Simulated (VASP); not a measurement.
A run of VASP 6.6.1:

Contents of INCAR:

```
PREC = Accurate
ENCUT = 520
EDIFF = 1E-7
ISMEAR = 0
SIGMA = 0.1
LREAL = False
LASPH = True
NELM = 60
ALGO = Normal
ISIF = 2
LWAVE = False
LCHARG = False
GGA = PE
NBANDS = 22
```

The input KPOINTS:

```
regular mesh
0
Gamma
  4 4 2
```

Contents of POSCAR:

```
Si2Br3
1.0
    5.7824812237      0.0000000000      0.0000000000
    0.0000000000      5.7824812237      0.0000000000
    0.0000000000      0.0000000000      5.0671707424
Si Br
2 3
Direct
    0.0000000000      0.0000000000      0.5000000000
    0.5000000000      0.5000000000      0.5000000000
    0.0000000000      0.0000000000      0.0000000000
    0.0000000000      0.5000000000      0.0000000000
    0.5000000000      0.0000000000      0.0000000000
```

Potentials or basis: VASP PAW PBE potentials, release 64 (Si, Br).

Launch:

```sh
$ cat potpaw_PBE.64/Si/POTCAR potpaw_PBE.64/Br/POTCAR > POTCAR
$ mpirun -np 1 vasp_std > vasp.out
```

Hardware: 1 thread of Intel Xeon 8259CL, with other jobs on the host.

Task: Estimate the wall time of this run.

Result: Run time: 110 s on 1 thread of Intel Xeon 8259CL, on a shared host, peak memory 0.27 GiB. Counts: scf iterations 16, k points 12.
